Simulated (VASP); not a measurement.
# Cu (P6_3/mmc) in VASP: a series of runs

Runs on Cu. Level: PBEsol. Tasks: single point, relaxation of shape and atoms at fixed volume, relaxation of cell and atoms.

Program: VASP 6.6.1. These are calculated values, not measurements. Logs are shortened: lines on timing, memory, paths and dates and some standing lists are left out, and cuts for length are marked.

## Step 1: The cell of the first run

Symmetry: P6_3/mmc, No. 194, hexagonal system. The conventional cell has a = 2.517 Å, b = 2.517 Å, c = 4.129 Å, α = 90.00°, β = 90.00°, γ = 120.00°. Within 3.3 Å of Cu (site symmetry -6m2) lie 12 Cu at 2.52 Å.

This isn't the form of Cu at room conditions, which is fcc.

## Step 2: Single point, PBEsol

Input file INCAR:

```
SYSTEM = Cu
ALGO = Normal
EDIFF = 1E-6
ENCUT = 520
GGA = PS
ISIF = 2
ISMEAR = -1
LASPH = .True.
LCHARG = .False.
LREAL = .False.
LWAVE = .False.
NBANDS = 18
NELM = 80
PREC = Accurate
SIGMA = 0.15
```

Input file KPOINTS:

```
k-points
0
Gamma
  18 18 10
  0 0 0
```

Input file POSCAR:

```
Cu
1.0
    2.5173441592      0.0000000000      0.0000000000
   -1.2586720796      2.1800839919      0.0000000000
    0.0000000000      0.0000000000      4.1291634823
Cu
2
Direct
    0.3333333333      0.6666666667      0.2500000000
    0.6666666667      0.3333333333      0.7500000000
```

Potentials or basis: VASP PAW PBE potentials, release 64 (Cu).

Launch:

```bash
$ cat potpaw_PBE.64/Cu/POTCAR > POTCAR
$ mpirun -np 1 vasp_std > vasp.out
```

OUTCAR:

```text
SYSTEM = Cu
   EDIFF = 1E-6
   ENCUT = 520
   GGA = PS
   ISIF = 2
   ISMEAR = -1
   LASPH = .True.
   LREAL = .False.
   NELM = 80
   PREC = Accurate

 ion  position               nearest neighbor table
   1  0.333  0.667  0.250-   2 2.52   2 2.52   2 2.52   2 2.52   2 2.52   2 2.52
   2  0.667  0.333  0.750-   1 2.52   1 2.52   1 2.52   1 2.52   1 2.52   1 2.52

  LATTYP: Found a hexagonal cell.
 ALAT       =     2.5173441592
 C/A-ratio  =     1.6402856428

  Lattice vectors:

 A1 = (   2.5173441592,   0.0000000000,   0.0000000000)
 A2 = (  -1.2586720796,   2.1800839919,   0.0000000000)
 A3 = (   0.0000000000,   0.0000000000,   4.1291634823)

Analysis of symmetry for initial positions (statically):
=====================================================================
 Subroutine PRICEL returns:
 Original cell was already a primitive cell.

 Routine SETGRP: Setting up the symmetry group for a
 hexagonal supercell.

 Subroutine GETGRP returns: Found 24 space group operations
 (whereof 12 operations were pure point group operations)
 out of a pool of 24 trial point group operations.

The static configuration has the point symmetry D_3d.
 The point group associated with its full space group is D_6h.

Analysis of symmetry for dynamics (positions and initial velocities):
=====================================================================
 Subroutine PRICEL returns:
 Original cell was already a primitive cell.

 Routine SETGRP: Setting up the symmetry group for a
 hexagonal supercell.

 Subroutine GETGRP returns: Found 24 space group operations
 (whereof 12 operations were pure point group operations)
 out of a pool of 24 trial point group operations.

The dynamic configuration has the point symmetry D_3d.
 The point group associated with its full space group is D_6h.

 Subroutine INISYM returns: Found 24 space group operations
 (whereof 12 operations are pure point group operations),
 and found     1 'primitive' translations

----------------------------------------------------------------------------------------

                                     Primitive cell

  volume of cell :      22.6609

  direct lattice vectors                    reciprocal lattice vectors
     2.517344159  0.000000000  0.000000000     0.397244054  0.229348962  0.000000000
    -1.258672080  2.180083992  0.000000000     0.000000000  0.458697923  0.000000000
     0.000000000  0.000000000  4.129163482     0.000000000  0.000000000  0.242179803

  length of vectors
     2.517344159  2.517344159  4.129163482     0.458697923  0.458697923  0.242179803

  position of ions in fractional coordinates (direct lattice)
     0.333333333  0.666666667  0.250000000
     0.666666667  0.333333333  0.750000000

  ion indices of the primitive-cell ions
   primitive index   ion index
                 1           1
                 2           2

----------------------------------------------------------------------------------------

 KPOINTS: k-points

Automatic generation of k-mesh.
 Grid dimensions read from file:
 generate k-points for:   18   18   10

 Generating k-lattice:

  Cartesian coordinates                     Fractional coordinates (reciprocal lattice)
     0.022069114  0.012741609  0.000000000     0.055555556 -0.000000000  0.000000000
     0.000000000  0.025483218  0.000000000     0.000000000  0.055555556  0.000000000
     0.000000000  0.000000000  0.024217980     0.000000000  0.000000000  0.100000000

  Length of vectors
     0.025483218  0.025483218  0.024217980

  Shift w.r.t. Gamma in fractional coordinates (k-lattice)
     0.000000000  0.000000000  0.000000000

 Subroutine IBZKPT returns following result:
 ===========================================

 Found    222 irreducible k-points:

 Following reciprocal coordinates:
            Coordinates               Weight
  0.000000  0.000000  0.000000      1.000000
  0.055556  0.000000  0.000000      6.000000
  0.111111  0.000000  0.000000      6.000000
  0.166667  0.000000  0.000000      6.000000
  0.222222  0.000000  0.000000      6.000000
  0.277778  0.000000  0.000000      6.000000
[... 16 lines left out ...]
  0.333333  0.111111  0.000000     12.000000
  0.388889  0.111111  0.000000     12.000000
 [... further k-points ...]
   k-points           NKPTS =    222   k-points in BZ     NKDIM =    222   number of bands    NBANDS=     18
   number of dos      NEDOS =    301   number of ions     NIONS =      2
   total plane-waves  NPLWV =  12800
   dimension x,y,z NGX =    20 NGY =   20 NGZ =   32
   dimension x,y,z NGXF=    40 NGYF=   40 NGZF=   64
   ions per type =               2
   NGX,Y,Z   is equivalent  to a cutoff of  13.21, 13.21, 12.88 a.u.
   NGXF,Y,Z  is equivalent  to a cutoff of  26.42, 26.42, 25.77 a.u.
 SYSTEM =  Cu
   PREC   = accura    normal or accurate (medium, high low for compatibility)
   ISTART =      0    job   : 0-new  1-cont  2-samecut
   ICHARG =      2    charge: 1-file 2-atom 10-const
   ISPIN  =      1    spin polarized calculation?
   LNONCOLLINEAR =      F non collinear calculations
   LSORBIT =      F    spin-orbit coupling
   LASPH  =      T    aspherical Exc in radial PAW
   ENCUT  =  520.0 eV  38.22 Ry    6.18 a.u.   4.68  4.68  7.68*2*pi/ulx,y,z
   NELM   =     80;   NELMIN=  2; NELMDL= -5     # of ELM steps
   EDIFF  = 0.1E-05   stopping-criterion for ELM
   LREAL  =      F    real-space projection
   EDIFFG = 0.1E-04   stopping-criterion for IOM
   NSW    =      0    number of steps for IOM
   IBRION =     -1    ionic relax: 0-MD 1-quasi-New 2-CG
   NFREE  =      0    steps in history (QN), initial steepest desc. (CG)
   ISIF   =      2    stress and relaxation
   ISYM   =      2    0-nonsym 1-usesym 2-fastsym
   POTIM  = 0.5000    time-step for ionic-motion
   TEBEG  =    0.0;   TEEND  =   0.0 temperature during run
   PSTRESS=    0.0 pullay stress
   NELECT =      22.0000    total number of electrons
   NUPDOWN=      -1.0000    fix difference up-down
   EMIN   =  10.00;   EMAX   =-10.00  energy-range for DOS
   EFERMI =   0.00;   METHOD = LEGACY
   ISMEAR =    -1;   SIGMA  =   0.15  broadening in eV -4-tet -1-fermi 0-gaus
   EFERMI_NEDOS =   21; number of points for ismear=-14 and -15
   IALGO  =     38    algorithm
   IMIX   =      4    mixing-type and parameters
     AMIX     =   0.40;   BMIX     =  1.00
     AMIX_MAG =   1.60;   BMIX_MAG =  1.00
  volume/ion in A,a.u.               =      11.33        76.46
  Fermi-wavevector in a.u.,A,eV,Ry     =   1.621025  3.063293 35.752337  2.627723
  Thomas-Fermi vector in A             =   2.714868
   LORBIT       =      0    0 simple, 1 ext, 2 COOP (PROOUT), +10 PAW based schemes
   GGA     = PS    functional components
   LHFCALC =     F    Hartree Fock is set to
   AEXX    =    0.0000 exact exchange contribution
   IVDW    =     0    specifies the selected vdW correction
   LEPSILON=     F    determine dielectric tensor
   LRPA    =     F    only Hartree local field effects (RPA)
 non-spin polarized calculation
  energy-cutoff  :      520.00
  volume of cell :       22.66
 maximum number of plane-waves:       628
 NGX is ok and might be reduce to    20
   NGX =  9   NGY =  9   NGZ = 15

 number of electron      21.9999985 magnetization

 Free energy of the ion-electron system (eV)
  ---------------------------------------------------
  ext. energy  EPLUGINS =         0.00000000
  ---------------------------------------------------
  free energy    TOTEN  =        -8.62221284 eV

  energy without entropy =       -8.57312096  energy(sigma->0) =       -8.59766690

 E-fermi :   7.8965     XC(G=0): -13.1520

 val. band max:        7.8947952123   @ k =   0.2778   0.0000   0.3000
 cond. band min:       7.9040767968   @ k =   0.3333   0.1667   0.3000
 fundamental gap:      0.0092815845
 Fermi energy:         7.8964647053

 k-point     1 :       0.0000    0.0000    0.0000
  band No.  band energies     occupation
      1      -1.7869      2.00000
      2       2.5763      2.00000
      3       4.7406      2.00000
      4       4.8219      2.00000
      5       4.8219      2.00000
      6       5.0409      2.00000
[... 10 lines left out ...]
     17      31.9899      0.00000
     18      31.9903      0.00000

 k-point     2 :       0.0556    0.0000    0.0000
  band No.  band energies     occupation
      1      -1.6835      2.00000
      2       2.6379      2.00000
      3       4.6784      2.00000
      4       4.8609      2.00000
      5       4.8742      2.00000
      6       5.0209      2.00000
[... 10 lines left out ...]
     17      32.3565      0.00000
     18      32.6555      0.00000

 k-point     3 :       0.1111    0.0000    0.0000
  band No.  band energies     occupation
      1      -1.3763      2.00000
      2       2.8110      2.00000
      3       4.5638      2.00000
      4       4.9265      2.00000
      5       4.9747      2.00000
      6       5.0075      2.00000
[... 10 lines left out ...]
     17      32.2788      0.00000
     18      33.1417      0.00000

 k-point     4 :       0.1667    0.0000    0.0000
  band No.  band energies     occupation
      1      -0.8756      2.00000
      2       3.0563      2.00000
      3       4.4305      2.00000
      4       4.6000      2.00000
      5       4.8560      2.00000
      6       5.1354      2.00000
[... 375 lines left out ...]
      4       4.1590      2.00000
      5       4.7371      2.00000
      6       4.8732      2.00000
[... 10 lines left out ...]
     17      24.2207      0.00000
     18      27.8149      0.00000

 k-point    23 :       0.3333    0.1111    0.0000
  band No.  band energies     occupation
      1       2.4370      2.00000
      2       3.3995      2.00000
      3       3.5223      2.00000
      4       4.2687      2.00000
      5       4.6981      2.00000
      6       4.9376      2.00000
[... 10 lines left out ...]
     17      22.1451      0.00000
     18      27.3457      0.00000

 k-point    24 :       0.3889    0.1111    0.0000
  band No.  band energies     occupation
      1       2.8890      2.00000
      2       3.3043      2.00000
      3       3.4401      2.00000
      4       4.4337      2.00000
      5       4.6917      2.00000
      6       4.8479      2.00000
[... 10 lines left out ...]
     17      20.4467      0.00000
     18      27.0617      0.00000

 [... further k-points ...]

------------------------ aborting loop because EDIFF is reached ----------------------------------------

  FORCE on cell =-STRESS in cart. coord.  units (eV):
  Direction    XX          YY          ZZ          XY          YZ          ZX
  --------------------------------------------------------------------------------------
  -------------------------------------------------------------------------------------
  Total        0.0995815      0.0995815      0.0947133      0.0000000     -0.0000000      0.0000000
  in kB        7.0406295      7.0406295      6.6964329      0.0000000     -0.0000000      0.0000000
  external PRESSURE =       6.9258973 kB  Pullay stress =       0.0000000 kB

 VOLUME and BASIS-vectors are now :
 -----------------------------------------------------------------------------
  energy-cutoff  :      520.00
  volume of cell :       22.66
      direct lattice vectors                 reciprocal lattice vectors
     2.517344159  0.000000000  0.000000000     0.397244054  0.229348962  0.000000000
    -1.258672080  2.180083992  0.000000000     0.000000000  0.458697923  0.000000000
     0.000000000  0.000000000  4.129163482     0.000000000  0.000000000  0.242179803

 POSITION                                       TOTAL-FORCE (eV/Angst)
 -----------------------------------------------------------------------------------
     -0.00000      1.45339      1.03229         0.000000      0.000000      0.000000
      1.25867      0.72669      3.09687        -0.000000      0.000000     -0.000000
 -----------------------------------------------------------------------------------
    total drift:                               -0.000000      0.000000     -0.000000

  FREE ENERGIE OF THE ION-ELECTRON SYSTEM (eV)
  ---------------------------------------------------
  free  energy   TOTEN  =        -8.6222128362 eV

  energy  without entropy=       -8.5731209557  energy(sigma->0) =       -8.59766690
```

Run time: 2.1 min. Hardware: 1 thread of Intel Xeon 8259CL, shared host; peak memory 0.19 GiB.

What came out:

```yaml
Free_energy: -8.6222 eV
Pressure: 0.7 GPa
Band_gap_on_the_k_mesh: zero (bands 11 and 12 overlap by 6.15 eV)
```

Levels at points of the mesh, in eV from the Fermi level:
```tsv
k point	band 8	band 9	band 10	band 11	band 12	band 13	band 14	band 15
(0.00, 0.00, 0.00)	-2.53	-2.53	-1.75	-1.75	-1.18	3.91	21.76	22.45
(0.50, 0.00, 0.00)	-1.64	-1.61	-1.54	0.02	1.66	7.92	8.32	10.91
(0.00, 0.00, 0.50)	-3.11	-1.99	-1.99	-1.99	-1.99	12.68	12.68	22.47
(0.50, 0.00, 0.50)	-1.94	-1.58	-1.58	0.45	0.45	5.08	5.08	16.56
```

Caveat: the PAW data sets were made with another functional, which shifts forces and pressure a little.

[end of part 1 of 2]

The gap in the log of VASP goes by the Fermi energy; the results here count the filled bands.